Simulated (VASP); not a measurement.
# Ga2BAs3 (I-4m2) in VASP: notebook

Runs on Ga2BAs3. Level: PBE. Tasks: single point, relaxation of cell and atoms.

All numbers are computed with VASP 6.6.1; they aren't measurements. Logs are shortened: lines on timing, memory, paths and dates and some standing lists are left out, and cuts for length are marked.

**1. The cell of the first run**

It takes space group I-4m2 (No. 119, tetragonal). The conventional cell has a = 3.800 Å, b = 3.800 Å, c = 16.123 Å, α = 90.00°, β = 90.00°, γ = 90.00°. Ga (site symmetry 2mm) has 4 As at 2.33 Å within 3.1 Å. Within 3.1 Å of B (site symmetry -4m2) lie 4 As at 2.33 Å. As (site symmetry 2mm) has 2 B at 2.33 Å and 2 Ga at 2.33 Å within 3.1 Å. Within 3.1 Å of As (site symmetry -4m2) lie 4 Ga at 2.33 Å.

**2. Single point, PBE**

INCAR reads:

```
PREC = Accurate
ENCUT = 520
EDIFF = 1E-6
ISMEAR = 0
SIGMA = 0.1
LREAL = False
LASPH = True
NELM = 60
ALGO = Normal
ISIF = 2
LWAVE = False
LCHARG = False
GGA = PE
NBANDS = 31
```

KPOINTS reads:

```
Automatic mesh
0
Gamma
  6 6 6
```

POSCAR reads:

```
Ga2BAs3
1.0
   -1.9001415200      1.9001415200      8.0616177200
    1.9001415200     -1.9001415200      8.0616177200
    1.9001415200      1.9001415200     -8.0616177200
Ga B As
2 1 3
Direct
    0.8333333300      0.8333333300      0.0000000000
    0.1666666700      0.1666666700      0.0000000000
    0.5000000000      0.5000000000      0.0000000000
    0.5833333300      0.0833333300      0.5000000000
    0.2500000000      0.7500000000      0.5000000000
    0.9166666700      0.4166666700      0.5000000000
```

Potentials or basis: VASP PAW PBE potentials, release 64 (Ga_d, B, As).

The run is started by

```bash
$ cat potpaw_PBE.64/Ga_d/POTCAR potpaw_PBE.64/B/POTCAR potpaw_PBE.64/As/POTCAR > POTCAR
$ mpirun -np 1 vasp_std > vasp.out
```

OUTCAR:

```text
PREC = Accurate
   ENCUT = 520
   EDIFF = 1E-6
   ISMEAR = 0
   LREAL = False
   LASPH = True
   NELM = 60
   ISIF = 2
   GGA = PE

 ion  position               nearest neighbor table
   1  0.833  0.833  0.000-   5 2.33   5 2.33   6 2.33   6 2.33
   2  0.167  0.167  0.000-   5 2.33   5 2.33   4 2.33   4 2.33
   3  0.500  0.500  0.000-   4 2.33   6 2.33   4 2.33   6 2.33
   4  0.583  0.083  0.500-   3 2.33   3 2.33   2 2.33   2 2.33
   5  0.250  0.750  0.500-   1 2.33   2 2.33   1 2.33   2 2.33
   6  0.917  0.417  0.500-   3 2.33   3 2.33   1 2.33   1 2.33

  LATTYP: Found a body centered tetragonal cell.
 ALAT       =     3.8002830400
 C/A-ratio  =     4.2426406850

  Lattice vectors:

 A1 = (  -1.9001415200,   1.9001415200,   8.0616177200)
 A2 = (   1.9001415200,  -1.9001415200,   8.0616177200)
 A3 = (   1.9001415200,   1.9001415200,  -8.0616177200)

Analysis of symmetry for initial positions (statically):
=====================================================================
 Subroutine PRICEL returns:
 Original cell was already a primitive cell.

 Routine SETGRP: Setting up the symmetry group for a
 body centered tetragonal supercell.

 Subroutine GETGRP returns: Found  8 space group operations
 (whereof  8 operations were pure point group operations)
 out of a pool of 16 trial point group operations.

The static configuration has the point symmetry D_2d.

Analysis of symmetry for dynamics (positions and initial velocities):
=====================================================================
 Subroutine PRICEL returns:
 Original cell was already a primitive cell.

 Routine SETGRP: Setting up the symmetry group for a
 body centered tetragonal supercell.

 Subroutine GETGRP returns: Found  8 space group operations
 (whereof  8 operations were pure point group operations)
 out of a pool of 16 trial point group operations.

The dynamic configuration has the point symmetry D_2d.

 Subroutine INISYM returns: Found  8 space group operations
 (whereof  8 operations are pure point group operations),
 and found     1 'primitive' translations

----------------------------------------------------------------------------------------

                                     Primitive cell

  volume of cell :     116.4271

  direct lattice vectors                    reciprocal lattice vectors
    -1.900141520  1.900141520  8.061617720     0.000000000  0.263138295  0.062022291
     1.900141520 -1.900141520  8.061617720     0.263138295  0.000000000  0.062022291
     1.900141520  1.900141520 -8.061617720     0.263138295  0.263138295  0.000000000

  length of vectors
     8.497691207  8.497691207  8.497691207     0.270348899  0.270348899  0.372133746

  position of ions in fractional coordinates (direct lattice)
     0.833333330  0.833333330  0.000000000
     0.166666670  0.166666670  0.000000000
     0.500000000  0.500000000  0.000000000
     0.583333330  0.083333330  0.500000000
     0.250000000  0.750000000  0.500000000
     0.916666670  0.416666670  0.500000000

  ion indices of the primitive-cell ions
   primitive index   ion index
                 1           1
                 2           2
                 3           3
                 4           4
                 5           5
                 6           6

----------------------------------------------------------------------------------------

 KPOINTS: Automatic mesh

Automatic generation of k-mesh.
 Grid dimensions read from file:
 generate k-points for:    6    6    6

 Generating k-lattice:

  Cartesian coordinates                     Fractional coordinates (reciprocal lattice)
     0.000000000  0.043856383  0.010337048     0.166666667  0.000000000 -0.000000000
     0.043856383  0.000000000  0.010337048     0.000000000  0.166666667 -0.000000000
     0.043856383  0.043856383  0.000000000     0.000000000  0.000000000  0.166666667

  Length of vectors
     0.045058150  0.045058150  0.062022291

  Shift w.r.t. Gamma in fractional coordinates (k-lattice)
     0.000000000  0.000000000  0.000000000

 Subroutine IBZKPT returns following result:
 ===========================================

 Found     30 irreducible k-points:

 Following reciprocal coordinates:
            Coordinates               Weight
  0.000000  0.000000  0.000000      1.000000
  0.166667 -0.000000  0.000000      8.000000
  0.333333  0.000000 -0.000000      8.000000
  0.500000 -0.000000  0.000000      4.000000
  0.166667  0.166667  0.000000      8.000000
  0.333333  0.166667  0.000000     16.000000
[... 16 lines left out ...]
 -0.333333 -0.333333  0.166667      8.000000
 -0.166667 -0.333333  0.166667      8.000000
 [... further k-points ...]
   k-points           NKPTS =     30   k-points in BZ     NKDIM =     30   number of bands    NBANDS=     31
   number of dos      NEDOS =    301   number of ions     NIONS =      6
   total plane-waves  NPLWV = 262144
   dimension x,y,z NGX =    64 NGY =   64 NGZ =   64
   dimension x,y,z NGXF=   128 NGYF=  128 NGZF=  128
   ions per type =               2   1   3
   NGX,Y,Z   is equivalent  to a cutoff of  12.52, 12.52, 12.52 a.u.
   NGXF,Y,Z  is equivalent  to a cutoff of  25.04, 25.04, 25.04 a.u.
 SYSTEM =  unknown system
   PREC   = accura    normal or accurate (medium, high low for compatibility)
   ISTART =      0    job   : 0-new  1-cont  2-samecut
   ICHARG =      2    charge: 1-file 2-atom 10-const
   ISPIN  =      1    spin polarized calculation?
   LNONCOLLINEAR =      F non collinear calculations
   LSORBIT =      F    spin-orbit coupling
   LASPH  =      T    aspherical Exc in radial PAW
   ENCUT  =  520.0 eV  38.22 Ry    6.18 a.u.  15.80 15.80 15.80*2*pi/ulx,y,z
   NELM   =     60;   NELMIN=  2; NELMDL= -5     # of ELM steps
   EDIFF  = 0.1E-05   stopping-criterion for ELM
   LREAL  =      F    real-space projection
   EDIFFG = 0.1E-04   stopping-criterion for IOM
   NSW    =      0    number of steps for IOM
   IBRION =     -1    ionic relax: 0-MD 1-quasi-New 2-CG
   NFREE  =      0    steps in history (QN), initial steepest desc. (CG)
   ISIF   =      2    stress and relaxation
   ISYM   =      2    0-nonsym 1-usesym 2-fastsym
   POTIM  = 0.5000    time-step for ionic-motion
   TEBEG  =    0.0;   TEEND  =   0.0 temperature during run
   PSTRESS=    0.0 pullay stress
   NELECT =      44.0000    total number of electrons
   NUPDOWN=      -1.0000    fix difference up-down
   EMIN   =  10.00;   EMAX   =-10.00  energy-range for DOS
   EFERMI =   0.00;   METHOD = LEGACY
   ISMEAR =     0;   SIGMA  =   0.10  broadening in eV -4-tet -1-fermi 0-gaus
   EFERMI_NEDOS =   21; number of points for ismear=-14 and -15
   IALGO  =     38    algorithm
   IMIX   =      4    mixing-type and parameters
     AMIX     =   0.40;   BMIX     =  1.00
     AMIX_MAG =   1.60;   BMIX_MAG =  1.00
  volume/ion in A,a.u.               =      19.40       130.95
  Fermi-wavevector in a.u.,A,eV,Ry     =   1.183607  2.236694 19.060764  1.400927
  Thomas-Fermi vector in A             =   2.319838
   LORBIT       =      0    0 simple, 1 ext, 2 COOP (PROOUT), +10 PAW based schemes
   GGA     = PE    functional components
   LHFCALC =     F    Hartree Fock is set to
   AEXX    =    0.0000 exact exchange contribution
   IVDW    =     0    specifies the selected vdW correction
   LEPSILON=     F    determine dielectric tensor
   LRPA    =     F    only Hartree local field effects (RPA)
 non-spin polarized calculation
 Gauss-broadening in eV      SIGMA  =   0.10
  energy-cutoff  :      520.00
  volume of cell :      116.43
 maximum number of plane-waves:      3146
   NGX = 31   NGY = 31   NGZ = 31

 number of electron      43.9999997 magnetization

 Free energy of the ion-electron system (eV)
  ---------------------------------------------------
  ext. energy  EPLUGINS =         0.00000000
  ---------------------------------------------------
  free energy    TOTEN  =       -26.03961332 eV

  energy without entropy =      -26.03961332  energy(sigma->0) =      -26.03961332

 E-fermi :   5.0624     XC(G=0):  -9.9001

 val. band max:        4.6394594049   @ k =   0.0000   0.0000   0.0000
 cond. band min:       5.5486759918   @ k =   0.0000   0.0000   0.0000
 fundamental gap:      0.9092165868
 Fermi energy:         5.0623569290

 k-point     1 :       0.0000    0.0000    0.0000
  band No.  band energies     occupation
      1     -10.6546      2.00000
      2     -10.5542      2.00000
      3     -10.4791      2.00000
      4     -10.4791      2.00000
      5     -10.4377      2.00000
      6     -10.4377      2.00000
[... 23 lines left out ...]
     30       8.0066      0.00000
     31      12.1082      0.00000

 k-point     2 :       0.1667   -0.0000    0.0000
  band No.  band energies     occupation
      1     -10.6496      2.00000
      2     -10.5493      2.00000
      3     -10.5024      2.00000
      4     -10.4764      2.00000
      5     -10.4505      2.00000
      6     -10.4405      2.00000
[... 23 lines left out ...]
     30       9.4242      0.00000
     31      10.7097      0.00000

 k-point     3 :       0.3333    0.0000   -0.0000
  band No.  band energies     occupation
      1     -10.6465      2.00000
      2     -10.5548      2.00000
      3     -10.5268      2.00000
      4     -10.4697      2.00000
      5     -10.4650      2.00000
      6     -10.4477      2.00000
[... 23 lines left out ...]
     30      10.1937      0.00000
     31      10.7793      0.00000

 k-point     4 :       0.5000   -0.0000    0.0000
  band No.  band energies     occupation
      1     -10.6489      2.00000
      2     -10.5663      2.00000
      3     -10.5280      2.00000
      4     -10.4679      2.00000
      5     -10.4641      2.00000
      6     -10.4537      2.00000
[... 635 lines left out ...]
     30      10.8526      0.00000
     31      11.3275      0.00000

 k-point    23 :      -0.3333   -0.3333    0.1667
  band No.  band energies     occupation
      1     -10.6463      2.00000
      2     -10.5486      2.00000
      3     -10.5169      2.00000
      4     -10.4718      2.00000
      5     -10.4510      2.00000
      6     -10.4467      2.00000
[... 23 lines left out ...]
     30       9.7847      0.00000
     31      10.4255      0.00000

 k-point    24 :      -0.1667   -0.3333    0.1667
  band No.  band energies     occupation
      1     -10.6485      2.00000
      2     -10.5527      2.00000
      3     -10.5017      2.00000
      4     -10.4766      2.00000
      5     -10.4502      2.00000
      6     -10.4404      2.00000
[... 23 lines left out ...]
     30       9.7720      0.00000
     31      10.4312      0.00000

 [... further k-points ...]

------------------------ aborting loop because EDIFF is reached ----------------------------------------

  FORCE on cell =-STRESS in cart. coord.  units (eV):
  Direction    XX          YY          ZZ          XY          YZ          ZX
  --------------------------------------------------------------------------------------
  -------------------------------------------------------------------------------------
  Total        4.6083896      4.6083896      4.0512203      0.0000000      0.0000000      0.0000000
  in kB       63.4169987     63.4169987     55.7496764      0.0000000      0.0000000      0.0000000
  external PRESSURE =      60.8612246 kB  Pullay stress =       0.0000000 kB

 VOLUME and BASIS-vectors are now :
 -----------------------------------------------------------------------------
  energy-cutoff  :      520.00
  volume of cell :      116.43
      direct lattice vectors                 reciprocal lattice vectors
    -1.900141520  1.900141520  8.061617720     0.000000000  0.263138295  0.062022291
     1.900141520 -1.900141520  8.061617720     0.263138295  0.000000000  0.062022291
     1.900141520  1.900141520 -8.061617720     0.263138295  0.263138295  0.000000000

 POSITION                                       TOTAL-FORCE (eV/Angst)
 -----------------------------------------------------------------------------------
      0.00000      0.00000     13.43603        -0.000000     -0.000000      0.237912
      0.00000      0.00000      2.68721        -0.000000     -0.000000     -0.237912
      0.00000      0.00000      8.06162        -0.000000     -0.000000     -0.000000
      0.00000      1.90014      1.34360         0.000000      0.000000     -3.207873
      1.90014      0.00000      4.03081        -0.000000     -0.000000     -0.000000
      0.00000      1.90014      6.71801        -0.000000     -0.000000      3.207873
 -----------------------------------------------------------------------------------
    total drift:                               -0.000001      0.000001      0.000000

  FREE ENERGIE OF THE ION-ELECTRON SYSTEM (eV)
  ---------------------------------------------------
  free  energy   TOTEN  =       -26.0396133224 eV

  energy  without entropy=      -26.0396133224  energy(sigma->0) =      -26.03961332
```

It took 2.9 min on 1 thread of Intel Xeon 6975P-C (Granite Rapids), shared host; peak memory 0.62 GiB.

What came out:

* Free energy: -26.0396 eV
* Pressure: 6.1 GPa
* Largest force: 3.208 eV/Å
* Band gap on the k mesh: 0.91 eV

Forces in eV/Å, atoms in the order of the input:
```
Ga   0.000  0.000  0.238
Ga   0.000  0.000 -0.238
B    0.000  0.000  0.000
As   0.000  0.000 -3.208
As   0.000  0.000  0.000
As   0.000  0.000  3.208
```

Stress tensor (GPa, compression positive):
```
6.34 0.00 0.00
0.00 6.34 0.00
0.00 0.00 5.57
```

Levels at points of the mesh, in eV from the valence-band top:
| k point | band 20 | band 21 | band 22 | band 23 | band 24 | band 25 |
| --- | --- | --- | --- | --- | --- | --- |
| (0.00, 0.00, 0.00) | -0.10 | 0.00 | 0.00 | 0.91 | 1.42 | 1.78 |
| (0.50, 0.00, 0.00) | -1.47 | -1.41 | -1.27 | 1.11 | 2.48 | 2.94 |
| (0.50, 0.50, 0.00) | -3.74 | -3.15 | -3.15 | 1.25 | 1.42 | 3.29 |
| (0.50, 0.50, 0.50) | -1.41 | -1.11 | -1.11 | 1.29 | 1.45 | 2.04 |

Caveat: the cell stands under pressure; forces of over 1 eV/Å act on the atoms, so gaps and moduli don't describe the material at rest. A k mesh can miss the band edges.

(Part 1 of 2 ends here.)
